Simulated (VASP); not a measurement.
Input of a VASP 6.6.1 run:

INCAR

```
SYSTEM = Zr
PREC = Accurate ; ENCUT = 520
EDIFF = 1E-6 ; ISMEAR = 0
SIGMA = 0.1 ; LREAL = .False.
LASPH = .True. ; NELM = 60
ALGO = Fast ; ISIF = 2
LWAVE = .False. ; LCHARG = .False.
GGA = PE ; NBANDS = 58
```

KPOINTS

```
regular mesh
0
Gamma
  8 8 8
  0 0 0
```

File POSCAR:

```
Zr
1.0
    5.6851490922      0.0000000000      0.0000000000
    0.0000000000      5.6851490922      0.0000000000
    0.0000000000      0.0000000000      5.6851490922
Zr
8
Direct
    0.5000000000      0.5000000000      0.5000000000
    0.0000000000      0.0000000000      0.0000000000
    0.2500000000      0.0000000000      0.5000000000
    0.5000000000      0.2500000000      0.0000000000
    0.5000000000      0.7500000000      0.0000000000
    0.7500000000      0.0000000000      0.5000000000
    0.0000000000      0.5000000000      0.7500000000
    0.0000000000      0.5000000000      0.2500000000
```

Potentials or basis: VASP PAW PBE potentials, release 64 (Zr_sv).

The run is started by

```console
$ cat potpaw_PBE.64/Zr_sv/POTCAR > POTCAR
$ mpirun -np 1 vasp_std > vasp.out
```

Task: Predict the band gap on the k mesh.

Result: Zero (bands 48 and 49 overlap by 0.40 eV).

Task: Predict the pressure.

Result: 0.0 GPa.
